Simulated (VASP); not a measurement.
Wanted: the native input for a VASP 6.6.1 run.

| Property | Result |
| --- | --- |
| Task | single point |
| Functional | PBEsol |
| Potentials or basis | VASP PAW PBE potentials, release 64 (Cd) |
| Cutoff | 520 eV |
| k mesh | 17 × 17 × 17 |
| Occupations | fermi-dirac, width 0.08 eV |
| Spin | no spin polarisation |
| Dipole correction | no |
| k mesh for the DOS | 26 × 26 × 26 |
| Occupations for the DOS | tetrahedron |
| Further INCAR settings | ALGO = Normal; EDIFF = 1e-06 |

Cd:

```xyz
1
Lattice="0.0000 2.1881 2.1881 2.1881 0.0000 2.1881 2.1881 2.1881 0.0000" Properties=species:S:1:pos:R:3 pbc="T T T"
Cd    0.0000    0.0000    0.0000
```

This isn't the form of Cd at room conditions, which is hcp.

The input as run:

POSCAR

```
Cd
1.0
    0.0000000000      2.1881116266      2.1881116266
    2.1881116266      0.0000000000      2.1881116266
    2.1881116266      2.1881116266      0.0000000000
Cd
1
Direct
    0.0000000000      0.0000000000      0.0000000000
```

INCAR.step1

```
  PREC = Accurate
  ENCUT = 520
  EDIFF = 1E-6
  ISMEAR = -1
  SIGMA = 0.08
  LREAL = F
  LASPH = T
  NELM = 80
  ALGO = Normal
  ISIF = 2
  LWAVE = F
  LCHARG = T
  GGA = PS
  NBANDS = 12
```

KPOINTS.step1

```
Automatic mesh
0
Gamma
  17 17 17
```

INCAR.step2

```
  PREC = Accurate
  ENCUT = 520
  EDIFF = 1E-6
  ISMEAR = -5
  SIGMA = 0.08
  LREAL = F
  LASPH = T
  NELM = 80
  ALGO = Normal
  ISIF = 2
  LWAVE = F
  LCHARG = F
  GGA = PS
  LORBIT = 11
  NEDOS = 1001
  ICHARG = 11
```

KPOINTS.step2

```
Automatic mesh
0
Gamma
  26 26 26
```

Potentials or basis: VASP PAW PBE potentials, release 64 (Cd).

The run is started by

```console
$ cat potpaw_PBE.64/Cd/POTCAR > POTCAR
$ cp INCAR.step1 INCAR
$ cp KPOINTS.step1 KPOINTS
$ mpirun -np 1 vasp_std > vasp.out
$ cp INCAR.step2 INCAR
$ cp KPOINTS.step2 KPOINTS
$ mpirun -np 1 vasp_std > vasp.out
```

Results of the run:

The valence electrons inside the program's atomic spheres are Cd 10.32.

Wall time 2.5 min on 1 thread of AMD EPYC 7R43 64-Core Processor (Zen 3) (shared host), peak memory 0.19 GiB.
